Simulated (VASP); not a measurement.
# Ru (P6_3/mmc) in VASP: further runs, part 2 of 2

VASP 6.6.1.

## (5) Single point, PBE

This run uses another cell than the first one, of 13.57 Å³/atom.

Contents of INCAR:

```
SYSTEM = Ru
ALGO = Normal ; EDIFF = 1E-6
ENCUT = 520 ; GGA = PE
ISIF = 2 ; ISMEAR = 0
LASPH = .True. ; LCHARG = .False.
LREAL = .False. ; LWAVE = .False.
NBANDS = 21 ; NELM = 80
PREC = Accurate ; SIGMA = 0.012
```

Contents of KPOINTS:

```
k-points
0
Gamma
  11 11 6
  0 0 0
```

Contents of POSCAR:

```
Ru
1.0
    2.7058000000      0.0000000000      0.0000000000
   -1.3529000000      2.3432915376      0.0000000000
    0.0000000000      0.0000000000      4.2819000000
Ru
2
Direct
    0.6666666667      0.3333333333      0.7500000000
    0.3333333333      0.6666666667      0.2500000000
```

Potentials or basis: VASP PAW PBE potentials, release 64 (Ru_pv).

On the command line:

```
$ cat potpaw_PBE.64/Ru_pv/POTCAR > POTCAR
$ mpirun -np 1 vasp_std > vasp.out
```

OUTCAR:

```text
SYSTEM = Ru
   EDIFF = 1E-6
   ENCUT = 520
   GGA = PE
   ISIF = 2
   ISMEAR = 0
   LASPH = .True.
   LREAL = .False.
   NELM = 80
   PREC = Accurate

 ion  position               nearest neighbor table
   1  0.667  0.333  0.750-   2 2.65   2 2.65   2 2.65   2 2.65   2 2.65   2 2.65
   2  0.333  0.667  0.250-   1 2.65   1 2.65   1 2.65   1 2.65   1 2.65   1 2.65

  LATTYP: Found a hexagonal cell.
 ALAT       =     2.7058000000
 C/A-ratio  =     1.5824894671

  Lattice vectors:

 A1 = (   2.7058000000,   0.0000000000,   0.0000000000)
 A2 = (  -1.3529000000,   2.3432915376,   0.0000000000)
 A3 = (   0.0000000000,   0.0000000000,   4.2819000000)

Analysis of symmetry for initial positions (statically):
=====================================================================
 Subroutine PRICEL returns:
 Original cell was already a primitive cell.

 Routine SETGRP: Setting up the symmetry group for a
 hexagonal supercell.

 Subroutine GETGRP returns: Found 24 space group operations
 (whereof 12 operations were pure point group operations)
 out of a pool of 24 trial point group operations.

The static configuration has the point symmetry D_3d.
 The point group associated with its full space group is D_6h.

Analysis of symmetry for dynamics (positions and initial velocities):
=====================================================================
 Subroutine PRICEL returns:
 Original cell was already a primitive cell.

 Routine SETGRP: Setting up the symmetry group for a
 hexagonal supercell.

 Subroutine GETGRP returns: Found 24 space group operations
 (whereof 12 operations were pure point group operations)
 out of a pool of 24 trial point group operations.

The dynamic configuration has the point symmetry D_3d.
 The point group associated with its full space group is D_6h.

 Subroutine INISYM returns: Found 24 space group operations
 (whereof 12 operations are pure point group operations),
 and found     1 'primitive' translations

----------------------------------------------------------------------------------------

                                     Primitive cell

  volume of cell :      27.1493

  direct lattice vectors                    reciprocal lattice vectors
     2.705800000  0.000000000  0.000000000     0.369576465  0.213375072  0.000000000
    -1.352900000  2.343291538  0.000000000     0.000000000  0.426750144  0.000000000
     0.000000000  0.000000000  4.281900000     0.000000000  0.000000000  0.233541185

  length of vectors
     2.705800000  2.705800000  4.281900000     0.426750144  0.426750144  0.233541185

  position of ions in fractional coordinates (direct lattice)
     0.666666667  0.333333333  0.750000000
     0.333333333  0.666666667  0.250000000

  ion indices of the primitive-cell ions
   primitive index   ion index
                 1           1
                 2           2

----------------------------------------------------------------------------------------

 KPOINTS: k-points

Automatic generation of k-mesh.
 Grid dimensions read from file:
 generate k-points for:   11   11    6

 Generating k-lattice:

  Cartesian coordinates                     Fractional coordinates (reciprocal lattice)
     0.033597860  0.019397734  0.000000000     0.090909091  0.000000000  0.000000000
     0.000000000  0.038795468  0.000000000     0.000000000  0.090909091  0.000000000
     0.000000000  0.000000000  0.038923531     0.000000000  0.000000000  0.166666667

  Length of vectors
     0.038795468  0.038795468  0.038923531

  Shift w.r.t. Gamma in fractional coordinates (k-lattice)
     0.000000000  0.000000000  0.000000000

 Subroutine IBZKPT returns following result:
 ===========================================

 Found     64 irreducible k-points:

 Following reciprocal coordinates:
            Coordinates               Weight
  0.000000  0.000000  0.000000      1.000000
  0.090909  0.000000  0.000000      6.000000
  0.181818  0.000000  0.000000      6.000000
  0.272727  0.000000  0.000000      6.000000
  0.363636  0.000000  0.000000      6.000000
  0.454545  0.000000  0.000000      6.000000
[... 16 lines left out ...]
  0.090909  0.090909  0.166667     12.000000
  0.181818  0.090909  0.166667     24.000000
 [... further k-points ...]
   k-points           NKPTS =     64   k-points in BZ     NKDIM =     64   number of bands    NBANDS=     21
   number of dos      NEDOS =    301   number of ions     NIONS =      2
   total plane-waves  NPLWV =  12800
   dimension x,y,z NGX =    20 NGY =   20 NGZ =   32
   dimension x,y,z NGXF=    40 NGYF=   40 NGZF=   64
   ions per type =               2
   NGX,Y,Z   is equivalent  to a cutoff of  12.29, 12.29, 12.42 a.u.
   NGXF,Y,Z  is equivalent  to a cutoff of  24.58, 24.58, 24.85 a.u.
 SYSTEM =  Ru
   PREC   = accura    normal or accurate (medium, high low for compatibility)
   ISTART =      0    job   : 0-new  1-cont  2-samecut
   ICHARG =      2    charge: 1-file 2-atom 10-const
   ISPIN  =      1    spin polarized calculation?
   LNONCOLLINEAR =      F non collinear calculations
   LSORBIT =      F    spin-orbit coupling
   LASPH  =      T    aspherical Exc in radial PAW
   ENCUT  =  520.0 eV  38.22 Ry    6.18 a.u.   5.03  5.03  7.96*2*pi/ulx,y,z
   NELM   =     80;   NELMIN=  2; NELMDL= -5     # of ELM steps
   EDIFF  = 0.1E-05   stopping-criterion for ELM
   LREAL  =      F    real-space projection
   EDIFFG = 0.1E-04   stopping-criterion for IOM
   NSW    =      0    number of steps for IOM
   IBRION =     -1    ionic relax: 0-MD 1-quasi-New 2-CG
   NFREE  =      0    steps in history (QN), initial steepest desc. (CG)
   ISIF   =      2    stress and relaxation
   ISYM   =      2    0-nonsym 1-usesym 2-fastsym
   POTIM  = 0.5000    time-step for ionic-motion
   TEBEG  =    0.0;   TEEND  =   0.0 temperature during run
   PSTRESS=    0.0 pullay stress
   NELECT =      28.0000    total number of electrons
   NUPDOWN=      -1.0000    fix difference up-down
   EMIN   =  10.00;   EMAX   =-10.00  energy-range for DOS
   EFERMI =   0.00;   METHOD = LEGACY
   ISMEAR =     0;   SIGMA  =   0.01  broadening in eV -4-tet -1-fermi 0-gaus
   EFERMI_NEDOS =   21; number of points for ismear=-14 and -15
   IALGO  =     38    algorithm
   IMIX   =      4    mixing-type and parameters
     AMIX     =   0.40;   BMIX     =  1.00
     AMIX_MAG =   1.60;   BMIX_MAG =  1.00
  volume/ion in A,a.u.               =      13.57        91.61
  Fermi-wavevector in a.u.,A,eV,Ry     =   1.654022  3.125649 37.222674  2.735789
  Thomas-Fermi vector in A             =   2.742361
   LORBIT       =      0    0 simple, 1 ext, 2 COOP (PROOUT), +10 PAW based schemes
   GGA     = PE    functional components
   LHFCALC =     F    Hartree Fock is set to
   AEXX    =    0.0000 exact exchange contribution
   IVDW    =     0    specifies the selected vdW correction
   LEPSILON=     F    determine dielectric tensor
   LRPA    =     F    only Hartree local field effects (RPA)
 non-spin polarized calculation
 Gauss-broadening in eV      SIGMA  =   0.01
  energy-cutoff  :      520.00
  volume of cell :       27.15
 maximum number of plane-waves:       744
 NGX is ok and might be reduce to    20
   NGX =  9   NGY =  9   NGZ = 15

 number of electron      28.0000008 magnetization

 Free energy of the ion-electron system (eV)
  ---------------------------------------------------
  ext. energy  EPLUGINS =         0.00000000
  ---------------------------------------------------
  free energy    TOTEN  =       -18.45029529 eV

  energy without entropy =      -18.44970587  energy(sigma->0) =      -18.45000058

 E-fermi :  12.7942     XC(G=0): -14.1201

 val. band max:       12.7596909514   @ k =   0.2727   0.0000   0.0000
 cond. band min:      12.7954476062   @ k =   0.2727   0.1818   0.1667
 fundamental gap:      0.0357566548
 Fermi energy:        12.7942290088

 k-point     1 :       0.0000    0.0000    0.0000
  band No.  band energies     occupation
      1     -30.8019      2.00000
      2     -29.8677      2.00000
      3     -29.8677      2.00000
      4     -29.6975      2.00000
      5     -29.6975      2.00000
      6     -29.6576      2.00000
[... 13 lines left out ...]
     20      23.2738      0.00000
     21      23.3021      0.00000
[... 529 lines left out ...]
 k-point    24 :       0.1818    0.0909    0.1667
  band No.  band energies     occupation
      1     -30.5939      2.00000
      2     -30.1633      2.00000
      3     -30.1150      2.00000
      4     -29.9598      2.00000
      5     -29.7898      2.00000
      6     -29.7573      2.00000
[... 13 lines left out ...]
     20      23.2737      0.00000
     21      24.5739      0.00000

 [... further k-points ...]

------------------------ aborting loop because EDIFF is reached ----------------------------------------

  FORCE on cell =-STRESS in cart. coord.  units (eV):
  Direction    XX          YY          ZZ          XY          YZ          ZX
  --------------------------------------------------------------------------------------
  -------------------------------------------------------------------------------------
  Total        0.7316439      0.7316439      0.7663059     -0.0000000      0.0000000      0.0000000
  in kB       43.1769337     43.1769337     45.2224661     -0.0000000      0.0000000      0.0000000
  external PRESSURE =      43.8587779 kB  Pullay stress =       0.0000000 kB

 VOLUME and BASIS-vectors are now :
 -----------------------------------------------------------------------------
  energy-cutoff  :      520.00
  volume of cell :       27.15
      direct lattice vectors                 reciprocal lattice vectors
     2.705800000  0.000000000  0.000000000     0.369576465  0.213375072  0.000000000
    -1.352900000  2.343291538  0.000000000     0.000000000  0.426750144  0.000000000
     0.000000000  0.000000000  4.281900000     0.000000000  0.000000000  0.233541185

 POSITION                                       TOTAL-FORCE (eV/Angst)
 -----------------------------------------------------------------------------------
      1.35290      0.78110      3.21143        -0.000000      0.000000      0.000000
     -0.00000      1.56219      1.07048         0.000000      0.000000      0.000000
 -----------------------------------------------------------------------------------
    total drift:                               -0.000000      0.000000     -0.000000

  FREE ENERGIE OF THE ION-ELECTRON SYSTEM (eV)
  ---------------------------------------------------
  free  energy   TOTEN  =       -18.4502952904 eV

  energy  without entropy=      -18.4497058711  energy(sigma->0) =      -18.45000058
```

stdout:

```text
POSCAR found type information on POSCAR Ru
 POSCAR found :  1 types and       2 ions
 scaLAPACK will be used
 LDA part: xc-table for (Slater+PW92), standard interpolation
 POSCAR, INCAR and KPOINTS ok, starting setup
 FFT: planning ... GRIDC
 FFT: planning ... GRID_SOFT
 FFT: planning ... GRID
 WAVECAR not read
 entering main loop
```

It took 39 s on 1 thread of Intel Xeon 8259CL, shared host; peak memory 0.15 GiB.

What came out:

```yaml
Free_energy: -18.4503 eV
Pressure: 4.4 GPa
Band_gap_on_the_k_mesh: zero (bands 14 and 15 overlap by 3.07 eV)
```

Levels at points of the mesh, in eV from the Fermi level:
| k point | band 10 | band 11 | band 12 | band 13 | band 14 | band 15 | band 16 | band 17 | band 18 | band 19 |
| --- | --- | --- | --- | --- | --- | --- | --- | --- | --- | --- |
| (0.00, 0.00, 0.00) | -2.54 | -2.37 | -1.86 | -1.86 | -1.34 | -1.34 | 1.23 | 1.23 | 1.34 | 10.34 |
| (0.00, 0.00, 0.50) | -2.71 | -2.71 | -2.71 | -2.66 | -2.66 | 0.60 | 0.60 | 0.60 | 0.60 | 10.48 |

Caveat: the cell stands under pressure.

## (6) The runs side by side

| level | cell | k mesh | smearing | gap on the mesh (eV) | pressure (GPa) |
| --- | --- | --- | --- | --- | --- |
| PBE | a = 2.706, b = 2.706, c = 4.453 Å, angles 90.0, 90.0, 120.0°, 2 atoms | 9 × 9 × 5 | fermi-dirac 0.05 eV | none | -7.6 |
| PBE | a = 2.706, b = 2.706, c = 4.111 Å, angles 90.0, 90.0, 120.0°, 2 atoms | 9 × 9 × 6 | fermi-dirac 0.05 eV | none | 20.7 |
| revPBE+D4 | a = 2.699, b = 2.699, c = 4.273 Å, angles 90.0, 90.0, 120.0°, 2 atoms | 11 × 11 × 6 | fermi-dirac 0.05 eV | none | 0.0 |
| PBE | a = 2.706, b = 2.706, c = 4.282 Å, angles 90.0, 90.0, 120.0°, 2 atoms | 11 × 11 × 6 | gaussian 0.012 eV | none | 4.4 |

Alike in all rows: task single point; potentials or basis VASP PAW PBE potentials, release 64 (Ru_pv); no spin polarisation; cutoff (eV) 520.

Caveats: the cell stands under pressure (at least some runs); the cell stands under tension (at least some runs); the PAW data sets were made with another functional, which shifts forces and pressure a little (at least some runs).

Absolute energies hang on the potentials; compare differences alone.
